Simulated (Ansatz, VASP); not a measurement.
# Cd2S in VASP and in Ansatz

```
CELL_PARAMETERS angstrom
3.90911 0.00000 0.00000
-1.95456 3.38539 0.00000
0.00000 0.00000 5.73068
ATOMIC_POSITIONS crystal
Cd 0.33333 0.66667 0.93272
Cd 0.66667 0.33333 0.57873
S 0.33333 0.66667 0.36571
```

Alike in both runs: task single point; functional PBEsol; k mesh 8 × 8 × 5; occupations fermi-dirac, width 0.05 eV; no spin polarisation.

|  | VASP | Ansatz |
| --- | --- | --- |
| version | VASP 6.6.1 | Ansatz 0.2.0 |
| potentials or method | VASP PAW PBE potentials, release 64 (Cd_sv_GW, S) | Ansatz PAW |
| plane-wave cutoff (eV) | 630 | 420 |
| valence electrons in the cell | 46 | 46 |

Ansatz gave:

- gap on the k mesh at the Fermi level (eV): 0.20
- least direct gap on the mesh (eV): 0.58
- pressure (GPa): -1.3
- rms of the force components (eV/Å): 0.025

Problem. What did VASP give for the same quantities?

Solution. gap on the k mesh at the Fermi level (eV): 0.20; least direct gap on the mesh (eV): 0.58; pressure (GPa): -1.5; rms of the force components (eV/Å): 0.025.

VASP's potentials were made for PBE, not for PBEsol. Atom by atom the forces differ by 0.003 eV/Å (rms over components).

Noted on Ansatz's run: odd divisions of the mesh miss points on the zone boundary, where band edges often lie, so the gap on the mesh can be too wide.
